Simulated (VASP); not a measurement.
## B3N2: relaxation of cell and atoms with PBE

Crystal: B3N2.

```
B N
1.0
     3.33322    0.00000    0.00000
    -1.66661    2.88666    0.00000
     0.00000    0.00000    8.44600
B N
3 2
Direct
  0.50000 0.00000 0.00000
  0.00000 0.50000 0.00000
  0.50000 0.50000 0.00000
  0.00000 0.00000 0.43477
  0.00000 0.00000 0.56523
```

The cell was built from a structure type or drawn by symmetry, and may not be a known phase.

* Program: VASP 6.6.1
* Task: relaxation of cell and atoms
* Functional: PBE
* Potentials or basis: VASP PAW PBE potentials, release 64 (B, N)
* Cutoff: 600 eV
* k mesh: 12 × 12 × 6
* Occupations: gaussian, width 0.1 eV
* Spin: no spin polarisation
* Dipole correction: no
* Further INCAR settings: ALGO = Normal; EDIFF = 1e-07; IBRION = 2; EDIFFG = -0.01; NSW = 100; ISIF = 3

```json
{
  "Relaxed volume": "16.36 Å³/atom",
  "Relaxed cell": "a = 3.334 Å, b = 3.334 Å, c = 8.499 Å, α = 90.00°, β = 90.00°, γ = 120.00°",
  "Space group after relaxing (to 0.1 Å)": "P6/mmm (No. 191)",
  "Energy gained by relaxing": "1.9 meV/atom",
  "Ionic steps": "25",
  "Pressure after relaxing": "0.0 GPa",
  "Largest force after relaxing": "0.005 eV/Å",
  "Band gap on the k mesh": "zero (an odd number of electrons rules out a gap without spin polarisation)"
}
```

Forces in eV/Å, atoms in the order of the input:
```
B    0.000  0.000  0.000
B    0.000  0.000  0.000
B    0.000  0.000  0.000
N    0.000  0.000  0.005
N    0.000  0.000 -0.005
```

Stress tensor (GPa, compression positive):
```
-0.02  0.00  0.00
 0.00 -0.02  0.00
 0.00  0.00  0.07
```

Step by step:
| step | energy change (eV) | largest force (eV/Å) | pressure (GPa) | volume (Å³) |
| --- | --- | --- | --- | --- |
| 1 | 0.0000 | 1.6938 | 1.28 | 81.27 |
| 2 | 1.5040 | 13.6750 | -11.28 | 82.79 |
| 3 | -0.0082 | 0.5166 | -0.32 | 81.36 |
| 4 | -0.0090 | 0.1231 | -0.03 | 81.34 |
| 5 | -0.0091 | 0.0117 | 0.05 | 81.33 |
| 6 | -0.0091 | 0.0110 | 0.07 | 81.33 |
| 7 | -0.0091 | 0.0099 | 0.04 | 81.39 |
| 8 | -0.0091 | 0.0013 | -0.04 | 81.56 |
| 9 | -0.0091 | 0.0340 | -0.05 | 81.57 |
| 10 | -0.0092 | 0.0954 | -0.07 | 81.59 |
| 11 | -0.0092 | 0.0941 | -0.06 | 81.60 |
| 12 | -0.0092 | 0.0911 | -0.06 | 81.60 |
| 13 | -0.0092 | 0.0846 | -0.04 | 81.61 |
| 14 | -0.0092 | 0.0716 | -0.01 | 81.62 |
| 15 | -0.0093 | 0.0452 | 0.06 | 81.65 |
| 16 | -0.0093 | 0.0083 | 0.19 | 81.70 |
| 17 | -0.0093 | 0.0234 | 0.11 | 81.67 |
| 18 | -0.0093 | 0.0075 | 0.11 | 81.67 |
| 19 | -0.0093 | 0.0396 | 0.13 | 81.69 |
| 20 | -0.0093 | 0.0367 | 0.12 | 81.70 |
| 21 | -0.0093 | 0.0276 | 0.10 | 81.72 |
| 22 | -0.0093 | 0.0096 | 0.06 | 81.76 |
| 23 | -0.0093 | 0.0269 | -0.02 | 81.83 |
| 24 | -0.0093 | 0.0150 | 0.01 | 81.81 |
| 25 | -0.0093 | 0.0051 | 0.01 | 81.82 |

Final structure:
```
B N
1.0
     3.33410    0.00000    0.00000
    -1.66705    2.88742    0.00000
     0.00000    0.00000    8.49857
B N
3 2
Cartesian
  0.0000 2.8874 0.0000
  -0.8335 1.4437 0.0000
  0.8335 1.4437 0.0000
  0.0000 0.0000 3.6929
  0.0000 0.0000 4.8056
```

Levels at points of the mesh, in eV from the Fermi level:
| k point | band 6 | band 7 | band 8 | band 9 | band 10 | band 11 | band 12 | band 13 |
| --- | --- | --- | --- | --- | --- | --- | --- | --- |
| (0.00, 0.00, 0.00) | -5.73 | -5.38 | -3.60 | -0.21 | -0.21 | 3.94 | 3.94 | 6.06 |
| (0.50, 0.00, 0.00) | -5.99 | -4.76 | -3.42 | -0.60 | -0.58 | 1.68 | 2.34 | 3.63 |
| (0.00, 0.00, 0.50) | -5.73 | -5.45 | -3.52 | -0.21 | -0.21 | 3.94 | 3.94 | 5.86 |
| (0.50, 0.00, 0.50) | -5.99 | -4.77 | -3.43 | -0.58 | -0.57 | 1.70 | 2.24 | 3.63 |

Wall time 13 min on 1 thread of Intel(R) Xeon(R) Platinum 8488C (Sapphire Rapids), with other jobs on the host, peak memory 0.27 GiB.

Caveat: the standard files for N, O and F lose accuracy on very short bonds; this functional lacks dispersion, which binds the layers, so the pressure and a relaxed spacing across them are unreliable.
